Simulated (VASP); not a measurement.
# TaN (Fm-3m) in VASP: notebook

The runs below take TaN through single point, relaxation of cell and atoms, with PBE+D3(BJ).

All numbers are computed with VASP 6.6.1; they aren't measurements. Logs are shortened: lines on timing, memory, paths and dates and some standing lists are left out, and cuts for length are marked.

## (1) The cell of the first run

The structure is cubic, space group Fm-3m (No. 225). The conventional cell has a = 4.384 Å, b = 4.384 Å, c = 4.384 Å, α = 90.00°, β = 90.00°, γ = 90.00°. Ta (site symmetry m-3m) has 6 N at 2.19 Å within 2.9 Å. N (site symmetry m-3m) has 6 Ta at 2.19 Å within 2.9 Å.

## (2) Single point, PBE+D3(BJ)

The input, INCAR:

```
SYSTEM = TaN
PREC = Accurate
ENCUT = 520
EDIFF = 1E-6
ISMEAR = 0
SIGMA = 0.1
LREAL = .FALSE.
LASPH = .TRUE.
NELM = 80
ALGO = Normal
ISIF = 2
LWAVE = .FALSE.
LCHARG = .FALSE.
GGA = PE
IVDW = 12
NBANDS = 15
```

The input, KPOINTS:

```
regular mesh
0
G
  16 16 16
  0 0 0
```

The input, POSCAR:

```
TaN
1.0
    0.0000000000      2.1920920137      2.1920920137
    2.1920920137      0.0000000000      2.1920920137
    2.1920920137      2.1920920137      0.0000000000
Ta N
1 1
Direct
    0.5000000000      0.5000000000      0.5000000000
    0.0000000000      0.0000000000      0.0000000000
```

Potentials or basis: VASP PAW PBE potentials, release 64 (Ta_pv, N).

On the command line:

```console
$ cat potpaw_PBE.64/Ta_pv/POTCAR potpaw_PBE.64/N/POTCAR > POTCAR
$ mpirun -np 1 vasp_std > vasp.out
```

OUTCAR:

```text
SYSTEM = TaN
   PREC = Accurate
   ENCUT = 520
   EDIFF = 1E-6
   ISMEAR = 0
   LREAL = .FALSE.
   LASPH = .TRUE.
   NELM = 80
   ISIF = 2
   GGA = PE
   IVDW = 12
 IVDW          = 12

 ion  position               nearest neighbor table
   1  0.500  0.500  0.500-   2 2.19   2 2.19   2 2.19   2 2.19   2 2.19   2 2.19
   2  0.000  0.000  0.000-   1 2.19   1 2.19   1 2.19   1 2.19   1 2.19   1 2.19

  LATTYP: Found a face centered cubic cell.
 ALAT       =     4.3841840274

  Lattice vectors:

 A1 = (   0.0000000000,   2.1920920137,   2.1920920137)
 A2 = (   2.1920920137,   0.0000000000,   2.1920920137)
 A3 = (   2.1920920137,   2.1920920137,   0.0000000000)

Analysis of symmetry for initial positions (statically):
=====================================================================
 Subroutine PRICEL returns:
 Original cell was already a primitive cell.

 Routine SETGRP: Setting up the symmetry group for a
 face centered cubic supercell.

 Subroutine GETGRP returns: Found 48 space group operations
 (whereof 48 operations were pure point group operations)
 out of a pool of 48 trial point group operations.

The static configuration has the point symmetry O_h .

Analysis of symmetry for dynamics (positions and initial velocities):
=====================================================================
 Subroutine PRICEL returns:
 Original cell was already a primitive cell.

 Routine SETGRP: Setting up the symmetry group for a
 face centered cubic supercell.

 Subroutine GETGRP returns: Found 48 space group operations
 (whereof 48 operations were pure point group operations)
 out of a pool of 48 trial point group operations.

The dynamic configuration has the point symmetry O_h .

 Subroutine INISYM returns: Found 48 space group operations
 (whereof 48 operations are pure point group operations),
 and found     1 'primitive' translations

----------------------------------------------------------------------------------------

                                     Primitive cell

  volume of cell :      21.0672

  direct lattice vectors                    reciprocal lattice vectors
     0.000000000  2.192092014  2.192092014    -0.228092615  0.228092615  0.228092615
     2.192092014  0.000000000  2.192092014     0.228092615 -0.228092615  0.228092615
     2.192092014  2.192092014  0.000000000     0.228092615  0.228092615 -0.228092615

  length of vectors
     3.100086256  3.100086256  3.100086256     0.395067998  0.395067998  0.395067998

  position of ions in fractional coordinates (direct lattice)
     0.500000000  0.500000000  0.500000000
     0.000000000  0.000000000  0.000000000

  ion indices of the primitive-cell ions
   primitive index   ion index
                 1           1
                 2           2

----------------------------------------------------------------------------------------

 KPOINTS: regular mesh

Automatic generation of k-mesh.
 Grid dimensions read from file:
 generate k-points for:   16   16   16

 Generating k-lattice:

  Cartesian coordinates                     Fractional coordinates (reciprocal lattice)
    -0.014255788  0.014255788  0.014255788     0.062500000  0.000000000  0.000000000
     0.014255788 -0.014255788  0.014255788     0.000000000  0.062500000  0.000000000
     0.014255788  0.014255788 -0.014255788     0.000000000  0.000000000  0.062500000

  Length of vectors
     0.024691750  0.024691750  0.024691750

  Shift w.r.t. Gamma in fractional coordinates (k-lattice)
     0.000000000  0.000000000  0.000000000

 Subroutine IBZKPT returns following result:
 ===========================================

 Found    145 irreducible k-points:

 Following reciprocal coordinates:
            Coordinates               Weight
  0.000000  0.000000  0.000000      1.000000
  0.062500  0.000000  0.000000      8.000000
  0.125000  0.000000  0.000000      8.000000
  0.187500  0.000000  0.000000      8.000000
  0.250000  0.000000  0.000000      8.000000
  0.312500  0.000000  0.000000      8.000000
[... 16 lines left out ...]
 -0.125000  0.062500  0.000000     24.000000
 -0.062500  0.062500  0.000000     12.000000
 [... further k-points ...]
   k-points           NKPTS =    145   k-points in BZ     NKDIM =    145   number of bands    NBANDS=     15
   number of dos      NEDOS =    301   number of ions     NIONS =      2
   total plane-waves  NPLWV =  13824
   dimension x,y,z NGX =    24 NGY =   24 NGZ =   24
   dimension x,y,z NGXF=    48 NGYF=   48 NGZF=   48
   ions per type =               1   1
   NGX,Y,Z   is equivalent  to a cutoff of  12.87, 12.87, 12.87 a.u.
   NGXF,Y,Z  is equivalent  to a cutoff of  25.74, 25.74, 25.74 a.u.
 SYSTEM =  TaN
   PREC   = accura    normal or accurate (medium, high low for compatibility)
   ISTART =      0    job   : 0-new  1-cont  2-samecut
   ICHARG =      2    charge: 1-file 2-atom 10-const
   ISPIN  =      1    spin polarized calculation?
   LNONCOLLINEAR =      F non collinear calculations
   LSORBIT =      F    spin-orbit coupling
   LASPH  =      T    aspherical Exc in radial PAW
   ENCUT  =  520.0 eV  38.22 Ry    6.18 a.u.   5.76  5.76  5.76*2*pi/ulx,y,z
   NELM   =     80;   NELMIN=  2; NELMDL= -5     # of ELM steps
   EDIFF  = 0.1E-05   stopping-criterion for ELM
   LREAL  =      F    real-space projection
   EDIFFG = 0.1E-04   stopping-criterion for IOM
   NSW    =      0    number of steps for IOM
   IBRION =     -1    ionic relax: 0-MD 1-quasi-New 2-CG
   NFREE  =      0    steps in history (QN), initial steepest desc. (CG)
   ISIF   =      2    stress and relaxation
   ISYM   =      2    0-nonsym 1-usesym 2-fastsym
   POTIM  = 0.5000    time-step for ionic-motion
   TEBEG  =    0.0;   TEEND  =   0.0 temperature during run
   PSTRESS=    0.0 pullay stress
   NELECT =      16.0000    total number of electrons
   NUPDOWN=      -1.0000    fix difference up-down
   EMIN   =  10.00;   EMAX   =-10.00  energy-range for DOS
   EFERMI =   0.00;   METHOD = LEGACY
   ISMEAR =     0;   SIGMA  =   0.10  broadening in eV -4-tet -1-fermi 0-gaus
   EFERMI_NEDOS =   21; number of points for ismear=-14 and -15
   IALGO  =     38    algorithm
   IMIX   =      4    mixing-type and parameters
     AMIX     =   0.40;   BMIX     =  1.00
     AMIX_MAG =   1.60;   BMIX_MAG =  1.00
  volume/ion in A,a.u.               =      10.53        71.08
  Fermi-wavevector in a.u.,A,eV,Ry     =   1.493640  2.822571 30.354075  2.230962
  Thomas-Fermi vector in A             =   2.606015
   LORBIT       =      0    0 simple, 1 ext, 2 COOP (PROOUT), +10 PAW based schemes
   GGA     = PE    functional components
   LHFCALC =     F    Hartree Fock is set to
   AEXX    =    0.0000 exact exchange contribution
   IVDW    =    12    specifies the selected vdW correction
   LEPSILON=     F    determine dielectric tensor
   LRPA    =     F    only Hartree local field effects (RPA)
 non-spin polarized calculation
 Gauss-broadening in eV      SIGMA  =   0.10
  energy-cutoff  :      520.00
  volume of cell :       21.07
 maximum number of plane-waves:       588
   NGX = 11   NGY = 11   NGZ = 11

 number of electron      16.0000002 magnetization

 Free energy of the ion-electron system (eV)
  ---------------------------------------------------
  ext. energy  EPLUGINS =         0.00000000
  ---------------------------------------------------
  free energy    TOTEN  =       -21.81203165 eV

  energy without entropy =      -21.80638062  energy(sigma->0) =      -21.80920613

 E-fermi :   9.6459     XC(G=0): -13.4893

 val. band max:        9.6330381039   @ k =  -0.2500   0.3750   0.1250
 cond. band min:       9.6491452627   @ k =  -0.3125   0.3125   0.1250
 fundamental gap:      0.0161071588
 Fermi energy:         9.6459363696

 k-point     1 :       0.0000    0.0000    0.0000
  band No.  band energies     occupation
      1     -26.1066      2.00000
      2     -26.1066      2.00000
      3     -26.1066      2.00000
      4      -9.2888      2.00000
      5       5.7978      2.00000
      6       5.7978      2.00000
      7       5.7978      2.00000
      8       7.5210      2.00000
      9       7.5210      2.00000
     10       7.5210      2.00000
     11       9.7192      0.30020
     12       9.7192      0.30020
     13      11.2512      0.00000
     14      19.0620      0.00000
     15      22.0368      0.00000

 k-point     2 :       0.0625    0.0000    0.0000
  band No.  band energies     occupation
      1     -26.1430      2.00000
      2     -26.1099      2.00000
      3     -26.1099      2.00000
      4      -9.1920      2.00000
      5       5.2838      2.00000
      6       5.4537      2.00000
      7       5.4537      2.00000
      8       7.6806      2.00000
      9       7.6806      2.00000
     10       7.7500      2.00000
     11      10.1157      0.00000
     12      10.1157      0.00000
     13      11.5424      0.00000
     14      19.3607      0.00000
     15      22.0367      0.00000

 k-point     3 :       0.1250    0.0000    0.0000
  band No.  band energies     occupation
      1     -26.2454      2.00000
      2     -26.1192      2.00000
      3     -26.1192      2.00000
      4      -8.9124      2.00000
      5       4.2407      2.00000
      6       4.7412      2.00000
      7       4.7412      2.00000
      8       8.0526      2.00000
      9       8.0526      2.00000
     10       8.0902      2.00000
     11      11.0801      0.00000
     12      11.0801      0.00000
     13      12.2856      0.00000
     14      20.1880      0.00000
     15      22.0363      0.00000
[... 343 lines left out ...]
 k-point    23 :      -0.1250    0.0625    0.0000
  band No.  band energies     occupation
      1     -26.3048      2.00000
      2     -26.1515      2.00000
      3     -26.1148      2.00000
      4      -8.7118      2.00000
      5       3.5843      2.00000
      6       4.1837      2.00000
      7       4.6630      2.00000
      8       7.9967      2.00000
      9       8.2144      2.00000
     10       8.8189      2.00000
     11      10.7514      0.00000
     12      12.1892      0.00000
     13      12.9558      0.00000
     14      20.7694      0.00000
     15      22.0359      0.00000

 k-point    24 :      -0.0625    0.0625    0.0000
  band No.  band energies     occupation
      1     -26.1934      2.00000
      2     -26.1294      2.00000
      3     -26.1088      2.00000
      4      -9.0363      2.00000
      5       4.5823      2.00000
      6       4.9011      2.00000
      7       5.2476      2.00000
      8       7.6975      2.00000
      9       7.9161      2.00000
     10       8.2323      2.00000
     11      10.1449      0.00000
     12      11.0122      0.00000
     13      12.0593      0.00000
     14      19.8353      0.00000
     15      22.0364      0.00000

 [... further k-points ...]

------------------------ aborting loop because EDIFF is reached ----------------------------------------

 Edisp (eV)   -0.95395

 E8    (eV) :    -0.4412

  FORCE on cell =-STRESS in cart. coord.  units (eV):
  Direction    XX          YY          ZZ          XY          YZ          ZX
  --------------------------------------------------------------------------------------
  -------------------------------------------------------------------------------------
  Total       0.14576     0.14576     0.14576     0.00000     0.00000     0.00000
  in kB      11.08527    11.08527    11.08527     0.00000     0.00000     0.00000
  external pressure =       11.09 kB  Pullay stress =        0.00 kB

 VOLUME and BASIS-vectors are now :
 -----------------------------------------------------------------------------
  energy-cutoff  :      520.00
  volume of cell :       21.07
      direct lattice vectors                 reciprocal lattice vectors
     0.000000000  2.192092014  2.192092014    -0.228092615  0.228092615  0.228092615
     2.192092014  0.000000000  2.192092014     0.228092615 -0.228092615  0.228092615
     2.192092014  2.192092014  0.000000000     0.228092615  0.228092615 -0.228092615

 POSITION                                       TOTAL-FORCE (eV/Angst)
 -----------------------------------------------------------------------------------
      2.19209      2.19209      2.19209        -0.000000     -0.000000      0.000000
      0.00000      0.00000      0.00000         0.000000      0.000000     -0.000000
 -----------------------------------------------------------------------------------
    total drift:                                0.000000     -0.000000     -0.000000

  FREE ENERGIE OF THE ION-ELECTRON SYSTEM (eV)
  ---------------------------------------------------
  free  energy   TOTEN  =       -22.7659784522 eV

  energy  without entropy=      -22.7603274183  energy(sigma->0) =      -22.76315294
```

Wall time 19 s (1 thread of AMD EPYC 9R45 (Zen 5), shared host); peak memory 0.16 GiB.

What came out:

```yaml
Free_energy: -22.7660 eV
Pressure: 1.1 GPa
Band_gap_on_the_k_mesh: zero (band 8 reaches 11.58 eV, above the bottom of band 9 at 7.52 eV)
Dispersion_energy_per_atom: -0.477 eV
```

Caveat: spin-orbit coupling is left out, which moves the levels of the heavy elements; pairwise dispersion overbinds metals, which lowers pressure and volume.

## (3) Relaxation of cell and atoms, PBE+D3(BJ)

This run uses another cell than the first one, of 10.35 Å³/atom, 0.982 times its volume.

The input, INCAR:

```
PREC = Accurate
ENCUT = 600
EDIFF = 1E-6
ISMEAR = 0
SIGMA = 0.1
LREAL = False
LASPH = True
NELM = 100
ALGO = Normal
ISIF = 3
LWAVE = False
LCHARG = False
GGA = PE
IVDW = 12
IBRION = 2
NSW = 100
EDIFFG = -0.005
```

The input, KPOINTS:

```
Automatic mesh
0
Gamma
  16 16 16
```

The input, POSCAR:

```
TaN
1.0
    0.0000000000      2.1790000000      2.1790000000
    2.1790000000      0.0000000000      2.1790000000
    2.1790000000      2.1790000000      0.0000000000
Ta N
1 1
Direct
    0.5000000000      0.5000000000      0.5000000000
    0.0000000000      0.0000000000      0.0000000000
```

Potentials or basis: VASP PAW PBE potentials, release 64 (Ta_pv, N).

On the command line:

```console
$ cat potpaw_PBE.64/Ta_pv/POTCAR potpaw_PBE.64/N/POTCAR > POTCAR
$ mpirun -np 1 vasp_std > vasp.out
```

OUTCAR:

```text
PREC = Accurate
   ENCUT = 600
   EDIFF = 1E-6
   ISMEAR = 0
   LREAL = False
   LASPH = True
   NELM = 100
   ISIF = 3
   GGA = PE
   IVDW = 12
   IBRION = 2
   NSW = 100
   EDIFFG = -0.005
 IVDW          = 12

 ion  position               nearest neighbor table
   1  0.500  0.500  0.500-   2 2.18   2 2.18   2 2.18   2 2.18   2 2.18   2 2.18
   2  0.000  0.000  0.000-   1 2.18   1 2.18   1 2.18   1 2.18   1 2.18   1 2.18

  LATTYP: Found a face centered cubic cell.
 ALAT       =     4.3580000000

  Lattice vectors:

 A1 = (   0.0000000000,   2.1790000000,   2.1790000000)
 A2 = (   2.1790000000,   0.0000000000,   2.1790000000)
 A3 = (   2.1790000000,   2.1790000000,   0.0000000000)

Analysis of symmetry for initial positions (statically):
=====================================================================
 Subroutine PRICEL returns:
 Original cell was already a primitive cell.

 Routine SETGRP: Setting up the symmetry group for a
[... 296 lines left out ...]
  free energy    TOTEN  =       -21.81663544 eV

  energy without entropy =      -21.81096781  energy(sigma->0) =      -21.81380162

 E-fermi :   9.6140     XC(G=0): -13.4737

 val. band max:        9.6016315127   @ k =  -0.2500   0.3750   0.1250
 cond. band min:       9.6174840840   @ k =  -0.3125   0.3125   0.1250
 fundamental gap:      0.0158525713
 Fermi energy:         9.6140431266

 k-point     1 :       0.0000    0.0000    0.0000
  band No.  band energies     occupation
      1     -26.1433      2.00000
      2     -26.1433      2.00000
      3     -26.1433      2.00000
      4      -9.2985      2.00000
      5       5.7739      2.00000
      6       5.7739      2.00000
      7       5.7739      2.00000
      8       7.4970      2.00000
      9       7.4970      2.00000
     10       7.4970      2.00000
     11       9.6867      0.30446
     12       9.6867      0.30445
[... 331 lines left out ...]
 k-point    24 :      -0.0625    0.0625    0.0000
  band No.  band energies     occupation
      1     -26.2291      2.00000
      2     -26.1659      2.00000
      3     -26.1455      2.00000
      4      -9.0472      2.00000
      5       4.5608      2.00000
      6       4.8805      2.00000
      7       5.2259      2.00000
      8       7.6729      2.00000
      9       7.8904      2.00000
     10       8.2053      2.00000
     11      10.1092      0.00000
     12      10.9749      0.00000

 [... further k-points ...]

------------------------ aborting loop because EDIFF is reached ----------------------------------------

 Edisp (eV)   -0.95116

 E8    (eV) :    -0.4399
[... 25 lines left out ...]
  FREE ENERGIE OF THE ION-ELECTRON SYSTEM (eV)
  ---------------------------------------------------
  free  energy   TOTEN  =       -22.7677932328 eV

  energy  without entropy=      -22.7621256031  energy(sigma->0) =      -22.76495942

 reached required accuracy - stopping structural energy minimisation
```

OSZICAR:

```text
N       E                     dE             d eps       ncg     rms          rms(c)
DAV:   1     0.101022757930E+03    0.10102E+03   -0.10155E+04  3480   0.158E+03
DAV:   2    -0.205566668669E+02   -0.12158E+03   -0.11480E+03  4024   0.372E+02
[... 29 lines left out ...]
DAV:   8    -0.218170532482E+02   -0.11380E-06   -0.12988E-07  1748   0.577E-03
   3 F= -.22767791E+02 E0= -.22764956E+02  d E =-.101661E-01
       N       E                     dE             d eps       ncg     rms          rms(c)
DAV:   1    -0.218166470730E+02    0.40606E-03   -0.41779E-04  3496   0.270E-01    0.397E-02
DAV:   2    -0.218166376293E+02    0.94437E-05   -0.12592E-05  3716   0.413E-02    0.163E-02
DAV:   3    -0.218166352719E+02    0.23574E-05   -0.77433E-06  4040   0.321E-02    0.281E-03
DAV:   4    -0.218166354391E+02   -0.16717E-06   -0.66829E-08  1748   0.328E-03
   4 F= -.22767793E+02 E0= -.22764959E+02  d E =-.101682E-01
```

CONTCAR:

```text
TaN
   1.00000000000000
     0.0000000000000000    2.1941392078609270    2.1941392078609270
     2.1941392078609270    0.0000000000000000    2.1941392078609270
     2.1941392078609270    2.1941392078609270   -0.0000000000000000
  Ta              N
     1     1
Direct
     0.5000000000000000    0.5000000000000000    0.5000000000000000
     0.0000000000000000    0.0000000000000000    0.0000000000000000

  0.00000000E+00  0.00000000E+00  0.00000000E+00
  0.00000000E+00  0.00000000E+00  0.00000000E+00
```

Run time: 72 s. Hardware: 1 thread of AMD EPYC 9R45 (Zen 5), shared host; peak memory 0.18 GiB.

Results:

| Property | Result |
| --- | --- |
| Free energy | -22.7678 eV |
| Relaxed volume | 10.56 Å³/atom |
| Relaxed cell | a = 3.103 Å, b = 3.103 Å, c = 3.103 Å, α = 60.00°, β = 60.00°, γ = 60.00° |
| Space group after relaxing (to 0.05 Å) | Fm-3m (No. 225) |
| Energy gained by relaxing | 5.1 meV/atom |
| Ionic steps | 4 |
| Pressure after relaxing | 0.0 GPa |
| Band gap on the k mesh | zero (band 8 reaches 11.54 eV, above the bottom of band 9 at 7.50 eV) |
| Dispersion energy per atom | -0.476 eV |

Step by step:
| step | energy change (eV) | largest force (eV/Å) | pressure (GPa) | volume (Å³) |
| --- | --- | --- | --- | --- |
| 1 | 0.0000 | 0.0000 | 7.62 | 20.69 |
| 2 | 0.0438 | 0.0000 | -15.38 | 22.20 |
| 3 | -0.0102 | 0.0000 | -0.10 | 21.14 |
| 4 | -0.0102 | 0.0000 | 0.03 | 21.13 |

Final structure:
```xyz
2
Lattice="0.0000 2.1941 2.1941 2.1941 0.0000 2.1941 2.1941 2.1941 0.0000" Properties=species:S:1:pos:R:3 pbc="T T T"
Ta    2.1941    2.1941    2.1941
N     0.0000    0.0000    0.0000
```

Levels at points of the mesh, in eV from the Fermi level:
| k point | band 6 | band 7 | band 8 | band 9 | band 10 | band 11 |
| --- | --- | --- | --- | --- | --- | --- |
| (0.00, 0.00, 0.00) | -3.84 | -3.84 | -2.12 | -2.12 | -2.12 | 0.07 |
| (0.50, 0.00, 0.00) | -7.62 | -7.62 | 1.93 | 1.93 | 2.02 | 3.85 |
| (0.50, 0.50, 0.00) | -5.51 | -4.65 | -4.65 | 2.15 | 3.59 | 3.59 |

Caveat: spin-orbit coupling is left out, which moves the levels of the heavy elements; pairwise dispersion overbinds metals, which lowers pressure and volume. Zero-point motion and thermal expansion aren't in these numbers.
